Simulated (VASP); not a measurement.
**Ru: single point with PBEsol**

Ru:

```
CELL_PARAMETERS angstrom
-0.00278 1.87593 1.83091
1.89799 0.00000 1.82814
1.90077 1.87593 -0.00278
ATOMIC_POSITIONS crystal
Ru 0.00000 0.00000 0.00000
```

This cell differs from its parent crystal: strained.

* Program: VASP 6.6.1
* Task: single point
* Functional: PBEsol
* Potentials or basis: VASP PAW PBE potentials, release 64 (Ru_pv)
* Cutoff: 520 eV
* k mesh: 16 × 16 × 16
* Occupations: gaussian, width 0.1 eV
* Spin: no spin polarisation
* Dipole correction: no
* Further INCAR settings: ALGO = Fast; EDIFF = 1e-07; NBANDS = 13

```json
{
 "Pressure": "9.1 GPa",
 "Band gap on the k mesh": "zero (bands 7 and 8 overlap by 3.80 eV)"
}
```

Stress tensor (GPa, compression positive):
```
 4.13  0.00  0.85
 0.00  8.14  0.00
 0.85  0.00 14.90
```

Levels at points of the mesh, in eV from the Fermi level:
| k point | band 4 | band 5 | band 6 | band 7 | band 8 | band 9 | band 10 | band 11 |
| --- | --- | --- | --- | --- | --- | --- | --- | --- |
| (0.00, 0.00, 0.00) | -8.27 | -3.02 | -2.84 | -2.53 | -0.44 | 0.07 | 10.30 | 14.94 |
| (0.50, 0.00, 0.00) | -6.47 | -3.16 | -2.70 | 0.94 | 1.70 | 1.93 | 10.25 | 10.56 |
| (0.00, 0.50, 0.00) | -6.47 | -3.16 | -2.72 | 0.98 | 1.70 | 1.95 | 10.26 | 10.60 |
| (0.50, 0.50, 0.00) | -6.86 | -6.37 | 1.77 | 2.30 | 2.47 | 4.16 | 10.30 | 13.17 |
| (0.50, 0.00, 0.50) | -6.83 | -6.32 | 1.76 | 2.15 | 2.58 | 3.61 | 10.30 | 13.40 |
| (0.00, 0.50, 0.50) | -6.82 | -6.31 | 1.79 | 2.22 | 2.49 | 3.32 | 10.30 | 13.73 |

Run time: 71 s on 1 thread of Intel(R) Xeon(R) 6975P-C (Granite Rapids), with other jobs on the host, peak memory 0.27 GiB.

Caveat: the cell differs from its parent crystal (strained); the stress differs along the axes, from 4 to 15 GPa; the PAW data sets were made with another functional, which shifts forces and pressure a little.
